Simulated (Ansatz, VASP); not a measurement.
SrCl2: VASP beside Ansatz

Contents of INCAR:

```
SYSTEM = SrCl2
PREC     = Accurate       ! precision mode
ENCUT    = 500            ! plane-wave cutoff, eV
EDIFF    = 1E-6           ! SCF threshold, eV
ISMEAR   = 0              ! smearing method
SIGMA    = 0.05           ! smearing width, eV
LREAL    = .False.        ! projectors in reciprocal space
LASPH    = .True.         ! aspherical terms in the spheres
NELM     = 120            ! most SCF steps
ALGO     = Normal         ! electronic algorithm
ISIF     = 2              ! what is computed and relaxed
LWAVE    = .False.        ! write WAVECAR
LCHARG   = .True.         ! write CHGCAR
GGA      = CA             ! functional
LELF     = .True.         ! ELF
LVHAR    = .True.       
NBANDS   = 19             ! bands
GGA_COMPAT= .False.
```

File KPOINTS:

```
Automatic mesh
0
Gamma
  4 4 4
  0 0 0
```

The input POSCAR:

```
SrCl2
1.0
    0.0000000000      3.5561312480      3.5561312480
    3.5561312480      0.0000000000      3.5561312480
    3.5561312480      3.5561312480      0.0000000000
Sr Cl
1 2
Direct
    0.0000000000      0.0000000000      0.0000000000
    0.2500000000      0.2500000000      0.2500000000
    0.7500000000      0.7500000000      0.7500000000
```

Input for Ansatz:

```yaml
crystal:
  lattice:
    - [0.0, 3.556131248, 3.556131248]
    - [3.556131248, 0.0, 3.556131248]
    - [3.556131248, 3.556131248, 0.0]
  atoms:
    - { symbol: Sr, position: [0.0, 0.0, 0.0] }
    - { symbol: Cl, position: [0.25, 0.25, 0.25] }
    - { symbol: Cl, position: [0.75, 0.75, 0.75] }
basis:
  ecutwfc: 420
kpoints:
  mp_grid: { grid: [4, 4, 4] }
hamiltonian:
  xc: lda
scf:
  occupations: { method: gaussian, width: 0.05 }
output:
  forces: true
  stress: true
  eigenvalues: true
```

Alike in both runs: task single point; functional LDA; k mesh 4 × 4 × 4; occupations gaussian, width 0.05 eV; no spin polarisation.

|  | VASP | Ansatz |
| --- | --- | --- |
| version | VASP 6.6.1 | Ansatz 0.2.0 |
| potentials or method | VASP PAW LDA potentials, release 64 (Sr_sv, Cl), cutoff 500 eV | scalar-relativistic, plane waves, PAW |
| valence electrons in the cell | 24 | 24 |

|  | VASP | Ansatz | Ansatz less VASP |
| --- | --- | --- | --- |
| gap on the k mesh at the Fermi level (eV) | 4.67 | 4.67 | -0.007 |
| least direct gap on the mesh (eV) | 5.00 | 4.99 | -0.009 |
| pressure (GPa) | -4.3 | -4.4 | -0.06 |

LDA's correlation is that of Perdew and Zunger in VASP and of Perdew and Wang (1992) in Ansatz.
